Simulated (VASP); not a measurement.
A run of VASP 6.6.1 is set up as follows.

Contents of INCAR:

```
SYSTEM = Hf7PO16
  PREC = Accurate
  ENCUT = 520
  EDIFF = 1E-6
  ISMEAR = -1
  SIGMA = 0.01
  LREAL = Auto
  LASPH = .TRUE.
  NELM = 150
  ALGO = Normal
  ISIF = 2
  LWAVE = .FALSE.
  LCHARG = .TRUE.
  ISPIN = 2
  MAGMOM = 1 0 0 0 0 0 0 0 0 0 0 0 0 0 0 0 0 0 0 0 0 0 0 0
  LORBIT = 11
  LMAXMIX = 4
  GGA = PE
  LELF = .TRUE.
  LVHAR = .TRUE.
  NBANDS = 108
```

Contents of KPOINTS:

```
regular mesh
0
G
  3 3 3
  0 0 0
```

POSCAR

```
Hf7PO16
1.0
    0.0000000000      5.1150000000      5.1150000000
    5.1150000000      0.0000000000      5.1150000000
    5.1150000000      5.1150000000      0.0000000000
P Hf O
1 7 16
Direct
    0.0000000000      0.0000000000      0.0000000000
    0.0000000000      0.0000000000      0.5000000000
    0.0000000000      0.5000000000      0.0000000000
    0.0000000000      0.5000000000      0.5000000000
    0.5000000000      0.0000000000      0.0000000000
    0.5000000000      0.0000000000      0.5000000000
    0.5000000000      0.5000000000      0.0000000000
    0.5000000000      0.5000000000      0.5000000000
    0.1228299519      0.1228299519      0.1228299519
    0.1228299519      0.1228299519      0.6315101443
    0.1228299519      0.6315101443      0.1228299519
    0.1232973987      0.6255675338      0.6255675338
    0.6315101443      0.1228299519      0.1228299519
    0.6255675338      0.1232973987      0.6255675338
    0.6255675338      0.6255675338      0.1232973987
    0.6255675338      0.6255675338      0.6255675338
    0.3744324662      0.3744324662      0.3744324662
    0.3744324662      0.3744324662      0.8767026013
    0.3744324662      0.8767026013      0.3744324662
    0.3684898557      0.8771700481      0.8771700481
    0.8767026013      0.3744324662      0.3744324662
    0.8771700481      0.3684898557      0.8771700481
    0.8771700481      0.8771700481      0.3684898557
    0.8771700481      0.8771700481      0.8771700481
```

Potentials or basis: VASP PAW PBE potentials, release 64 (P, Hf_pv, O).

Run with:

```console
$ cat potpaw_PBE.64/P/POTCAR potpaw_PBE.64/Hf_pv/POTCAR potpaw_PBE.64/O/POTCAR > POTCAR
$ mpirun -np 1 vasp_std > vasp.out
```

(1) Estimate the largest force.

(2) What does it give for the net moment?

(3) Estimate the site moments.

Answers

(1) 0.100 eV/Å.

(2) 0.48 μB per cell.

(3) P +0.09; Hf +0.00, +0.01; O +0.03, +0.01 μB.
